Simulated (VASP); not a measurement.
Gd:

```
CELL_PARAMETERS angstrom
0.00000 2.55000 2.55000
2.55000 0.00000 2.55000
2.55000 2.55000 0.00000
ATOMIC_POSITIONS crystal
Gd 0.00000 0.00000 0.00000
```

This isn't the form of Gd at room conditions, which is hcp.

| Quantity | Value |
| --- | --- |
| Program | VASP 6.6.1 |
| Task | relaxation of cell and atoms |
| Functional | PBEsol |
| Potentials or basis | VASP PAW PBE potentials, release 64 (Gd) |
| Cutoff | 600 eV |
| k mesh | 16 × 16 × 16 |
| Occupations | fermi-dirac, width 0.05 eV |
| Spin | collinear spin, ferromagnetic start |
| Starting moments | [7.0] μB |

At the start: pressure -2.4 GPa; volume 33.16 Å³/atom.

Q: Where does the relaxation end?

A: Over 3 steps the energy falls by 22.2 meV/atom and the volume is 30.54 Å³/atom (-7.9 %); space group Fm-3m (No. 225, to 0.1 Å) before and after; moment 7.34 μB per cell.

The path:
```tsv
step	energy change (eV)	largest force (eV/Å)	pressure (GPa)	volume (Å³)
1	0.0000	0.0000	-2.40	33.16
2	-0.0218	0.0000	-0.37	30.83
3	-0.0222	0.0000	-0.07	30.54
```

Final structure:
```
Gd
1.0
     0.00000    2.48098    2.48098
     2.48098    0.00000    2.48098
     2.48098    2.48098    0.00000
Gd
1
Direct
  0.00000 0.00000 0.00000
```

Caveat: the PAW data sets were made with another functional, which shifts forces and pressure a little; semilocal functionals describe open f shells poorly, which spoils levels, moments and volumes.
